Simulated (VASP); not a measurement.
# BiP2 (Fm-3m) in VASP: notebook

Runs on BiP2. Level: PBE. Tasks: relaxation of cell and atoms, single point.

Everything below comes from runs of VASP 6.6.1. Logs are shortened: lines on timing, memory, paths and dates and some standing lists are left out, and cuts for length are marked.

## (1) The cell of the first run

It takes space group Fm-3m (No. 225, cubic). Conventional cell: a = 6.345 Å, b = 6.345 Å, c = 6.345 Å, α = 90.00°, β = 90.00°, γ = 90.00°. Bi (site symmetry m-3m) has 8 P at 2.75 Å within 3.6 Å. Within 3.6 Å of P (site symmetry -43m) lie 4 Bi at 2.75 Å and 6 P at 3.17 Å.

## (2) Relaxation of cell and atoms, PBE

File INCAR:

```
PREC     = Accurate       # precision mode
ENCUT    = 600            # plane-wave cutoff, eV
EDIFF    = 1E-6           # SCF threshold, eV
ISMEAR   = 0              # smearing method
SIGMA    = 0.1            # smearing width, eV
LREAL    = F              # projectors in reciprocal space
LASPH    = T              # aspherical terms in the spheres
NELM     = 80             # most SCF steps
ALGO     = Normal         # electronic algorithm
ISIF     = 3              # what is computed and relaxed
LWAVE    = F              # write WAVECAR
LCHARG   = F              # write CHGCAR
GGA      = PE             # functional
IBRION   = 2              # ionic algorithm
NSW      = 90             # ionic steps
EDIFFG   = -0.04          # ionic threshold
```

File KPOINTS:

```
Automatic mesh
0
Gamma
  6 6 6
```

File POSCAR:

```
BiP2
1.0
    0.0000000000      3.1723363742      3.1723363742
    3.1723363742      0.0000000000      3.1723363742
    3.1723363742      3.1723363742      0.0000000000
Bi P
1 2
Direct
    0.0000000000      0.0000000000      0.0000000000
    0.2500000000      0.2500000000      0.2500000000
    0.7500000000      0.7500000000      0.7500000000
```

Potentials or basis: VASP PAW PBE potentials, release 64 (Bi_d, P).

Command:

```console
$ cat potpaw_PBE.64/Bi_d/POTCAR potpaw_PBE.64/P/POTCAR > POTCAR
$ mpirun -np 1 vasp_std > vasp.out
```

OUTCAR:

```text
PREC = Accurate
   ENCUT = 600
   EDIFF = 1E-6
   ISMEAR = 0
   LREAL = F
   LASPH = T
   NELM = 80
   ISIF = 3
   GGA = PE
   IBRION = 2
   NSW = 90
   EDIFFG = -0.04

 ion  position               nearest neighbor table
   1  0.000  0.000  0.000-   3 2.75   3 2.75   3 2.75   2 2.75   3 2.75   2 2.75   2 2.75   2 2.75

   2  0.250  0.250  0.250-   1 2.75   1 2.75   1 2.75   1 2.75
   3  0.750  0.750  0.750-   1 2.75   1 2.75   1 2.75   1 2.75

  LATTYP: Found a face centered cubic cell.
 ALAT       =     6.3446727484

  Lattice vectors:

 A1 = (   0.0000000000,   3.1723363742,   3.1723363742)
 A2 = (   3.1723363742,   0.0000000000,   3.1723363742)
 A3 = (   3.1723363742,   3.1723363742,   0.0000000000)

Analysis of symmetry for initial positions (statically):
=====================================================================
 Subroutine PRICEL returns:
 Original cell was already a primitive cell.

 Routine SETGRP: Setting up the symmetry group for a
 face centered cubic supercell.

 Subroutine GETGRP returns: Found 48 space group operations
 (whereof 48 operations were pure point group operations)
 out of a pool of 48 trial point group operations.

The static configuration has the point symmetry O_h .

Analysis of symmetry for dynamics (positions and initial velocities):
=====================================================================
 Subroutine PRICEL returns:
 Original cell was already a primitive cell.

 Routine SETGRP: Setting up the symmetry group for a
 face centered cubic supercell.

 Subroutine GETGRP returns: Found 48 space group operations
 (whereof 48 operations were pure point group operations)
 out of a pool of 48 trial point group operations.

The dynamic configuration has the point symmetry O_h .

 Subroutine INISYM returns: Found 48 space group operations
 (whereof 48 operations are pure point group operations),
 and found     1 'primitive' translations

----------------------------------------------------------------------------------------

                                     Primitive cell

  volume of cell :      63.8510

  direct lattice vectors                    reciprocal lattice vectors
     0.000000000  3.172336374  3.172336374    -0.157612542  0.157612542  0.157612542
     3.172336374  0.000000000  3.172336374     0.157612542 -0.157612542  0.157612542
     3.172336374  3.172336374  0.000000000     0.157612542  0.157612542 -0.157612542

  length of vectors
     4.486361125  4.486361125  4.486361125     0.272992931  0.272992931  0.272992931

  position of ions in fractional coordinates (direct lattice)
     0.000000000  0.000000000  0.000000000
     0.250000000  0.250000000  0.250000000
     0.750000000  0.750000000  0.750000000

  ion indices of the primitive-cell ions
   primitive index   ion index
                 1           1
                 2           2
                 3           3

----------------------------------------------------------------------------------------

 KPOINTS: Automatic mesh

Automatic generation of k-mesh.
 Grid dimensions read from file:
 generate k-points for:    6    6    6

 Generating k-lattice:

  Cartesian coordinates                     Fractional coordinates (reciprocal lattice)
    -0.026268757  0.026268757  0.026268757     0.166666667  0.000000000  0.000000000
     0.026268757 -0.026268757  0.026268757     0.000000000  0.166666667  0.000000000
     0.026268757  0.026268757 -0.026268757     0.000000000  0.000000000  0.166666667

  Length of vectors
     0.045498822  0.045498822  0.045498822

  Shift w.r.t. Gamma in fractional coordinates (k-lattice)
     0.000000000  0.000000000  0.000000000

 Subroutine IBZKPT returns following result:
 ===========================================

 Found     16 irreducible k-points:

 Following reciprocal coordinates:
            Coordinates               Weight
  0.000000  0.000000  0.000000      1.000000
  0.166667  0.000000  0.000000      8.000000
  0.333333  0.000000  0.000000      8.000000
  0.500000  0.000000  0.000000      4.000000
  0.166667  0.166667  0.000000      6.000000
  0.333333  0.166667  0.000000     24.000000
[... 8 lines left out ...]
 -0.333333  0.333333  0.166667     24.000000
 -0.333333  0.500000  0.166667     12.000000
   k-points           NKPTS =     16   k-points in BZ     NKDIM =     16   number of bands    NBANDS=     16
   number of dos      NEDOS =    301   number of ions     NIONS =      3
   total plane-waves  NPLWV =  46656
   dimension x,y,z NGX =    36 NGY =   36 NGZ =   36
   dimension x,y,z NGXF=    72 NGYF=   72 NGZF=   72
   ions per type =               1   2
   NGX,Y,Z   is equivalent  to a cutoff of  13.34, 13.34, 13.34 a.u.
   NGXF,Y,Z  is equivalent  to a cutoff of  26.68, 26.68, 26.68 a.u.
 SYSTEM =  unknown system
   PREC   = accura    normal or accurate (medium, high low for compatibility)
   ISTART =      0    job   : 0-new  1-cont  2-samecut
   ICHARG =      2    charge: 1-file 2-atom 10-const
   ISPIN  =      1    spin polarized calculation?
   LNONCOLLINEAR =      F non collinear calculations
   LSORBIT =      F    spin-orbit coupling
   LASPH  =      T    aspherical Exc in radial PAW
   ENCUT  =  600.0 eV  44.10 Ry    6.64 a.u.   8.96  8.96  8.96*2*pi/ulx,y,z
   NELM   =     80;   NELMIN=  2; NELMDL= -5     # of ELM steps
   EDIFF  = 0.1E-05   stopping-criterion for ELM
   LREAL  =      F    real-space projection
   EDIFFG = -.4E-01   stopping-criterion for IOM
   NSW    =     90    number of steps for IOM
   IBRION =      2    ionic relax: 0-MD 1-quasi-New 2-CG
   NFREE  =      1    steps in history (QN), initial steepest desc. (CG)
   ISIF   =      3    stress and relaxation
   ISYM   =      2    0-nonsym 1-usesym 2-fastsym
   POTIM  = 0.5000    time-step for ionic-motion
   TEBEG  =    0.0;   TEEND  =   0.0 temperature during run
   PSTRESS=    0.0 pullay stress
   NELECT =      25.0000    total number of electrons
   NUPDOWN=      -1.0000    fix difference up-down
   EMIN   =  10.00;   EMAX   =-10.00  energy-range for DOS
   EFERMI =   0.00;   METHOD = LEGACY
   ISMEAR =     0;   SIGMA  =   0.10  broadening in eV -4-tet -1-fermi 0-gaus
   EFERMI_NEDOS =   21; number of points for ismear=-14 and -15
   IALGO  =     38    algorithm
   IMIX   =      4    mixing-type and parameters
     AMIX     =   0.40;   BMIX     =  1.00
     AMIX_MAG =   1.60;   BMIX_MAG =  1.00
  volume/ion in A,a.u.               =      21.28       143.63
  Fermi-wavevector in a.u.,A,eV,Ry     =   1.197656  2.263243 19.515939  1.434381
  Thomas-Fermi vector in A             =   2.333566
   LORBIT       =      0    0 simple, 1 ext, 2 COOP (PROOUT), +10 PAW based schemes
   GGA     = PE    functional components
   LHFCALC =     F    Hartree Fock is set to
   AEXX    =    0.0000 exact exchange contribution
   IVDW    =     0    specifies the selected vdW correction
   LEPSILON=     F    determine dielectric tensor
   LRPA    =     F    only Hartree local field effects (RPA)
 conjugate gradient relaxation of ions
 non-spin polarized calculation
 Gauss-broadening in eV      SIGMA  =   0.10
  energy-cutoff  :      600.00
  volume of cell :       63.85
 maximum number of plane-waves:      2158
   NGX = 17   NGY = 17   NGZ = 17

--------------------------------------- Ionic step        1  -------------------------------------------

 number of electron      25.0000004 magnetization

 Free energy of the ion-electron system (eV)
  ---------------------------------------------------
  ext. energy  EPLUGINS =         0.00000000
  ---------------------------------------------------
  free energy    TOTEN  =       -11.71248666 eV

  energy without entropy =      -11.68883087  energy(sigma->0) =      -11.70065877

 E-fermi :   7.7387     XC(G=0): -10.3799

 val. band max:        7.7270572356   @ k =   0.3333   0.1667   0.0000
 cond. band min:       7.7471539223   @ k =   0.5000   0.3333   0.1667
 fundamental gap:      0.0200966867
 Fermi energy:         7.7387203567

 k-point     1 :       0.0000    0.0000    0.0000
  band No.  band energies     occupation
      1     -15.3173      2.00000
      2     -15.3173      2.00000
      3     -15.3173      2.00000
      4     -15.2575      2.00000
      5     -15.2575      2.00000
      6      -7.1643      2.00000
[... 8 lines left out ...]
     15       9.4549      0.00000
     16       9.4549      0.00000

 k-point     2 :       0.1667    0.0000    0.0000
  band No.  band energies     occupation
      1     -15.3189      2.00000
      2     -15.3141      2.00000
      3     -15.3141      2.00000
      4     -15.2572      2.00000
      5     -15.2572      2.00000
      6      -6.8892      2.00000
[... 8 lines left out ...]
     15       9.5907      0.00000
     16       9.5907      0.00000
[... 617 lines left out ...]
  FORCE on cell =-STRESS in cart. coord.  units (eV):
  Direction    XX          YY          ZZ          XY          YZ          ZX
  --------------------------------------------------------------------------------------
  -------------------------------------------------------------------------------------
  Total       -2.3275490     -2.3275490     -2.3275490      0.0000000      0.0000000     -0.0000000
  in kB      -44.4864996    -44.4864996    -44.4864996      0.0000000      0.0000000     -0.0000000
  external PRESSURE =     -44.4864996 kB  Pullay stress =       0.0000000 kB

 VOLUME and BASIS-vectors are now :
 -----------------------------------------------------------------------------
  energy-cutoff  :      600.00
  volume of cell :       83.83
      direct lattice vectors                 reciprocal lattice vectors
     0.000000000  3.473631378  3.473631378    -0.143941583  0.143941583  0.143941583
     3.473631378 -0.000000000  3.473631378     0.143941583 -0.143941583  0.143941583
     3.473631378  3.473631378  0.000000000     0.143941583  0.143941583 -0.143941583

 POSITION                                       TOTAL-FORCE (eV/Angst)
 -----------------------------------------------------------------------------------
      6.94726      3.47363      3.47363         0.000000      0.000000      0.000000
      1.73682      1.73682      1.73682        -0.000000     -0.000000     -0.000000
      5.21045      5.21045      5.21045         0.000000      0.000000      0.000000
 -----------------------------------------------------------------------------------
    total drift:                                0.000000      0.000000      0.000000

  FREE ENERGIE OF THE ION-ELECTRON SYSTEM (eV)
  ---------------------------------------------------
  free  energy   TOTEN  =       -12.0957129994 eV

  energy  without entropy=      -12.0729304601  energy(sigma->0) =      -12.08432173

--------------------------------------- Ionic step        3  -------------------------------------------

 number of electron      25.0000007 magnetization

 Free energy of the ion-electron system (eV)
  ---------------------------------------------------
  ext. energy  EPLUGINS =         0.00000000
  ---------------------------------------------------
  free energy    TOTEN  =       -12.21008879 eV

  energy without entropy =      -12.18605536  energy(sigma->0) =      -12.19807207

 E-fermi :   5.6011     XC(G=0):  -9.5640

 val. band max:        5.5891047015   @ k =   0.1667   0.0000   0.0000
 cond. band min:       5.6462093567   @ k =  -0.1667   0.1667   0.0000
 fundamental gap:      0.0571046553
 Fermi energy:         5.6010754170

 k-point     1 :       0.0000    0.0000    0.0000
  band No.  band energies     occupation
      1     -17.2319      2.00000
      2     -17.2319      2.00000
      3     -17.2319      2.00000
      4     -17.2100      2.00000
      5     -17.2100      2.00000
      6      -7.8476      2.00000
[... 8 lines left out ...]
     15       7.4559      0.00000
     16       7.4559      0.00000

 k-point     2 :       0.1667    0.0000    0.0000
  band No.  band energies     occupation
      1     -17.2326      2.00000
      2     -17.2306      2.00000
      3     -17.2306      2.00000
      4     -17.2098      2.00000
      5     -17.2098      2.00000
      6      -7.6205      2.00000
[... 8 lines left out ...]
     15       7.6146      0.00000
     16       7.6146      0.00000
[... 269 lines left out ...]
  FORCE on cell =-STRESS in cart. coord.  units (eV):
  Direction    XX          YY          ZZ          XY          YZ          ZX
  --------------------------------------------------------------------------------------
  -------------------------------------------------------------------------------------
  Total        0.0038692      0.0038692      0.0038692     -0.0000000     -0.0000000      0.0000000
  in kB        0.0812712      0.0812712      0.0812712     -0.0000000     -0.0000000      0.0000000
  external PRESSURE =       0.0812712 kB  Pullay stress =       0.0000000 kB

 VOLUME and BASIS-vectors are now :
 -----------------------------------------------------------------------------
  energy-cutoff  :      600.00
  volume of cell :       76.28
      direct lattice vectors                 reciprocal lattice vectors
     0.000000000  3.366066953  3.366066953    -0.148541312  0.148541312  0.148541312
     3.366066953 -0.000000000  3.366066953     0.148541312 -0.148541312  0.148541312
     3.366066953  3.366066953  0.000000000     0.148541312  0.148541312 -0.148541312

 POSITION                                       TOTAL-FORCE (eV/Angst)
 -----------------------------------------------------------------------------------
      0.00000      0.00000      0.00000        -0.000000     -0.000000      0.000000
      1.68303      1.68303      1.68303         0.000000      0.000000      0.000000
      5.04910      5.04910      5.04910        -0.000000     -0.000000     -0.000000
 -----------------------------------------------------------------------------------
    total drift:                               -0.000000      0.000000      0.000000

  FREE ENERGIE OF THE ION-ELECTRON SYSTEM (eV)
  ---------------------------------------------------
  free  energy   TOTEN  =       -12.2100887854 eV

  energy  without entropy=      -12.1860553592  energy(sigma->0) =      -12.19807207

 reached required accuracy - stopping structural energy minimisation
```

Wall time 23 s (1 thread of Intel Xeon 6975P-C (Granite Rapids), shared host); peak memory 0.21 GiB.

Results:

```
Free energy                           : -12.2101 eV
Relaxed volume                        : 25.43 Å³/atom
Relaxed cell                          : a = 4.760 Å, b = 4.760 Å, c = 4.760 Å, α = 60.00°, β = 60.00°, γ = 60.00°
Space group after relaxing (to 0.1 Å) : Fm-3m (No. 225)
Energy gained by relaxing             : 165.9 meV/atom
Ionic steps                           : 3
Pressure after relaxing               : 0.0 GPa
Band gap on the k mesh                : zero (an odd number of electrons rules out a gap without spin polarisation)
```

Step by step:
```tsv
step	energy change (eV)	largest force (eV/Å)	pressure (GPa)	volume (Å³)
1	0.0000	0.0000	14.82	63.85
2	-0.3832	0.0000	-4.45	83.83
3	-0.4976	0.0000	0.01	76.28
```

Final structure:
```xyz
3
Lattice="0.0000 3.3661 3.3661 3.3661 0.0000 3.3661 3.3661 3.3661 0.0000" Properties=species:S:1:pos:R:3 pbc="T T T"
Bi    0.0000    0.0000    0.0000
P     1.6830    1.6830    1.6830
P     5.0491    5.0491    5.0491
```

Caveat: the volume moved by over 15 % at a fixed basis, so the end points are rough; spin-orbit coupling is left out, which moves the levels of the heavy elements; an odd number of electrons without spin polarisation forces a metal; a magnetic or distorted state may lie lower.

## (3) Single point, PBE

This run uses another cell than the first one, of 25.35 Å³/atom.

File INCAR:

```
SYSTEM = BiP2
PREC = Accurate
ENCUT = 520
EDIFF = 1E-6
ISMEAR = 0
SIGMA = 0.1
LREAL = .FALSE.
LASPH = .TRUE.
NELM = 60
ALGO = Normal
ISIF = 2
LWAVE = .FALSE.
LCHARG = .TRUE.
GGA = PE
LELF = .TRUE.
LVHAR = .TRUE.
NBANDS = 20
```

File KPOINTS:

```
Automatic mesh
0
G
  12 12 12
  0 0 0
```

File POSCAR:

```
BiP2
1.0
    0.0000000000      3.3626105879      3.3626105879
    3.3626105879      0.0000000000      3.3626105879
    3.3626105879      3.3626105879      0.0000000000
Bi P
1 2
Direct
    0.0000000000      0.0000000000      0.0000000000
    0.2500000000      0.2500000000      0.2500000000
    0.7500000000      0.7500000000      0.7500000000
```

Potentials or basis: VASP PAW PBE potentials, release 64 (Bi_d, P).

Command:

```console
$ cat potpaw_PBE.64/Bi_d/POTCAR potpaw_PBE.64/P/POTCAR > POTCAR
$ mpirun -np 1 vasp_std > vasp.out
```

Run time: 41 s. Hardware: 1 thread of Intel Xeon 6975P-C (Granite Rapids), shared host; peak memory 0.26 GiB.

The run converged. Its results:

- Free energy: -12.2603 eV
- Pressure: 0.0 GPa
- Band gap on the k mesh: zero (an odd number of electrons rules out a gap without spin polarisation)

Levels at points of the mesh, in eV from the Fermi level:
```csv
k point,band 10,band 11,band 12,band 13,band 14,band 15,band 16,band 17
"(0.00, 0.00, 0.00)",-2.13,-2.13,-1.71,-1.71,-1.71,1.87,1.87,1.87
"(0.50, 0.00, 0.00)",-3.26,-2.19,-1.37,-1.37,1.06,3.68,3.68,5.44
"(0.50, 0.50, 0.00)",-4.65,-1.84,1.21,1.21,1.70,2.60,4.80,4.80
```

Caveat: spin-orbit coupling is left out, which moves the levels of the heavy elements; an odd number of electrons without spin polarisation forces a metal; a magnetic or distorted state may lie lower.

(Continued in part 2 of 2.)

The gap in the log of VASP goes by the Fermi energy; the results here count the filled bands.